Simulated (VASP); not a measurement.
Crystal: GaN.

```xyz
4
Lattice="2.9672 0.0000 0.0000 -1.4836 2.5697 0.0000 0.0000 0.0000 5.0329" Properties=species:S:1:pos:R:3 pbc="T T T"
Ga    0.0000    0.0000    0.0000
Ga    0.0000    0.0000    2.5165
N     0.0000    1.7131    1.2582
N     1.4836    0.8566    3.7747
```

Program: VASP 6.6.1. Alike in all runs: task single point; no spin polarisation; cell as given; k mesh 6 × 6 × 4; cutoff (eV) 520; smearing gaussian 0.01 eV.

Task: Order these runs on this cell by their pressure, lowest first.
A. level r2SCAN; potentials or basis VASP PAW PBE potentials, release 64 (Ga_d, N)
B. level LDA; potentials or basis VASP PAW LDA potentials, release 64 (Ga_d, N)
C. level PBE; potentials or basis VASP PAW PBE potentials, release 64 (Ga_d, N)

Result: B (-4.5 GPa), A (1.0 GPa), C (8.9 GPa).

Caveats: the PAW data sets were made with another functional, which shifts forces and pressure a little (some runs).
